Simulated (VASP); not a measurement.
Zr2BN3:

```
Zr B N
1.0
     5.28937    0.00000    0.00000
    -2.64469    4.58073    0.00000
     0.00000    0.00000    2.69649
Zr B N
2 1 3
Direct
  0.33333 0.66667 0.00000
  0.66667 0.33333 0.00000
  0.00000 0.00000 0.00000
  0.50000 0.00000 0.50000
  0.50000 0.50000 0.50000
  0.00000 0.50000 0.50000
```

The cell was generated, and may not be a known phase.

```yaml
Program: VASP 6.6.1
Task: relaxation of cell and atoms
Functional: PBE
Potentials_or_basis: VASP PAW PBE potentials, release 64 (Zr_sv, B, N)
Cutoff: 600 eV
k_mesh: 6 × 6 × 6
Occupations: gaussian, width 0.1 eV
Spin: no spin polarisation
```

At the start: pressure 65.3 GPa; volume 10.89 Å³/atom.

How do energy, volume and symmetry change on relaxing?

Over 6 steps the energy falls by 490.7 meV/atom and the volume is 13.58 Å³/atom (+24.7 %); space group P6/mmm (No. 191, to 0.1 Å) before and after.

Step by step:
```csv
step,energy change (eV),largest force (eV/Å),pressure (GPa),volume (Å³)
1,0.0000,0.0000,65.28,65.33
2,2.5853,0.0000,-32.43,116.35
3,-2.8968,0.0000,-4.15,83.03
4,-2.9304,0.0000,-0.52,81.39
5,-2.9322,0.0000,0.64,80.90
6,-2.9441,0.0000,0.26,81.49
```

Final structure:
```
Zr B N
1.0
     5.63216    0.00000    0.00000
    -2.81608    4.87759    0.00000
     0.00000    0.00000    2.96634
Zr B N
2 1 3
Direct
  0.33333 0.66667 0.00000
  0.66667 0.33333 0.00000
  0.00000 0.00000 0.00000
  0.50000 0.00000 0.50000
  0.50000 0.50000 0.50000
  0.00000 0.50000 0.50000
```

Caveat: the k points lie up to 0.35 Å⁻¹ apart in the final cell, too coarse for converged energies and pressures of a metal; the volume moved by over 15 % at a fixed basis, so the end points are rough.
